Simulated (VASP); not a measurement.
Write the native input for VASP 6.6.1 that does the following.

```yaml
Task: single point
Functional: PBEsol
Potentials_or_basis: VASP PAW PBE potentials, release 64 (Zn, O)
Cutoff: 520 eV
k_mesh: 12 × 12 × 6
Occupations: gaussian, width 0.02 eV
Spin: no spin polarisation
Dipole_correction: no
Further_INCAR_settings: ALGO = Normal; EDIFF = 1e-07; NBANDS = 26
```

The structure of ZnO lies in POSCAR:

```
ZnO
1.0
    3.1820165052      0.0000000000      0.0000000000
   -1.5910082526      2.7557071288      0.0000000000
    0.0000000000      0.0000000000      5.5269201476
Zn O
2 2
Direct
    0.6666666667      0.3333333333      0.5068071587
    0.3333333333      0.6666666667      0.0068071587
    0.6666666666      0.3333333334      0.8735028413
    0.3333333334      0.6666666666      0.3735028413
```

This cell differs from its parent crystal: uniaxial strain along c: +6.0 %.

The input as run:

INCAR

```
SYSTEM = ZnO
PREC     = Accurate       ! precision mode
ENCUT    = 520            ! plane-wave cutoff, eV
EDIFF    = 1E-7           ! SCF threshold, eV
ISMEAR   = 0              ! smearing method
SIGMA    = 0.02           ! smearing width, eV
LREAL    = .False.        ! projectors in reciprocal space
LASPH    = .True.         ! aspherical terms in the spheres
NELM     = 60             ! most SCF steps
ALGO     = Normal         ! electronic algorithm
ISIF     = 2              ! what is computed and relaxed
LWAVE    = .False.        ! write WAVECAR
LCHARG   = .True.         ! write CHGCAR
GGA      = PS             ! functional
LELF     = .True.         ! ELF
LVHAR    = .True.       
NBANDS   = 26             ! bands
```

KPOINTS

```
Automatic mesh
0
Gamma
  12 12 6
  0 0 0
```

Potentials or basis: VASP PAW PBE potentials, release 64 (Zn, O).

Run with:

```sh
$ cat potpaw_PBE.64/Zn/POTCAR potpaw_PBE.64/O/POTCAR > POTCAR
$ mpirun -np 1 vasp_std > vasp.out
```

It gave:

| Property | Result |
| --- | --- |
| Pressure | -3.2 GPa |
| Largest force | 0.133 eV/Å |
| Band gap on the k mesh | 0.51 eV |

Caveat: the cell differs from its parent crystal (uniaxial strain along c: +6.0 %); the cell stands under tension; the PAW data sets were made with another functional, which shifts forces and pressure a little.

Wall time 36 s on 1 thread of Intel(R) Xeon(R) Platinum 8559C (Emerald Rapids), on a shared host, peak memory 0.21 GiB.
